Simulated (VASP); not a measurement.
# C: relaxation of the atoms with PBE+D3(BJ)

The system is C, a slab with vacuum.

```
C
1.0
     2.46567    0.00000    0.00000
    -1.23283    2.13533    0.00000
     0.00000    0.00000   17.50007
C
4
Cartesian
  1.2328 0.7118 4.5000
  0.0000 1.4236 4.5000
  0.6164 1.7794 7.9562
  -0.6164 2.4912 7.9562
```

This cell differs from its parent crystal: layers slid over each other.

```
Program                   : VASP 6.6.1
Task                      : relaxation of the atoms
Functional                : PBE
Dispersion                : D3(BJ)
Potentials or basis       : VASP PAW PBE potentials, release 64 (C)
Cutoff                    : 520 eV
k mesh                    : 15 × 15 × 1
Occupations               : gaussian, width 0.1 eV
Spin                      : no spin polarisation
Dipole correction         : yes
Atoms held fixed (from 0) : [1, 0, 2, 3]
Further INCAR settings    : ALGO = Normal; EDIFF = 1e-06; IBRION = 2; EDIFFG = -0.003; NSW = 40
```

```yaml
Energy_gained_by_relaxing: 0.1 meV/atom
Ionic_steps: 21
Dispersion_energy_per_atom: -0.118 eV
```

The path:
| step | energy change (eV) | largest force on free atoms (eV/Å) | pressure (GPa) |
| --- | --- | --- | --- |
| 1 | 0.0000 | 0.0057 | 0.11 |
| 2 | 0.0000 | 0.0056 | 0.11 |
| 3 | 0.0000 | 0.0124 | 0.11 |
| 4 | 0.0000 | 0.0085 | 0.11 |
| 5 | 0.0000 | 0.0080 | 0.11 |
| 6 | 0.0000 | 0.0073 | 0.11 |
| 7 | 0.0000 | 0.0051 | 0.11 |
| 8 | -0.0001 | 0.0047 | 0.11 |
| 9 | -0.0001 | 0.0128 | 0.11 |
| 10 | -0.0002 | 0.0353 | 0.11 |
| 11 | -0.0002 | 0.0350 | 0.11 |
| 12 | -0.0002 | 0.0322 | 0.12 |
| 13 | -0.0002 | 0.0265 | 0.12 |
| 14 | -0.0002 | 0.0149 | 0.12 |
| 15 | -0.0002 | 0.0104 | 0.12 |
| 16 | -0.0002 | 0.0044 | 0.12 |
| 17 | -0.0002 | 0.0069 | 0.12 |
| 18 | -0.0002 | 0.0034 | 0.12 |
| 19 | -0.0002 | 0.0041 | 0.12 |
| 20 | -0.0002 | 0.0033 | 0.12 |
| 21 | -0.0002 | 0.0026 | 0.12 |

Final structure:
```yaml
crystal:
  lattice:
    - [2.46567, 0.00000, 0.00000]
    - [-1.23283, 2.13533, 0.00000]
    - [0.00000, 0.00000, 17.50007]
  atoms:
    - { symbol: C, position: [0.66667, 0.33333, 0.25713] }
    - { symbol: C, position: [0.33333, 0.66667, 0.25714] }
    - { symbol: C, position: [0.66667, 0.83333, 0.45239] }
    - { symbol: C, position: [0.33333, 0.16667, 0.45239] }
```

Run time: 9.8 min on 1 thread of Intel Xeon 8259CL, on a shared host, peak memory 0.24 GiB.

Caveat: the cell differs from its parent crystal (layers slid over each other).
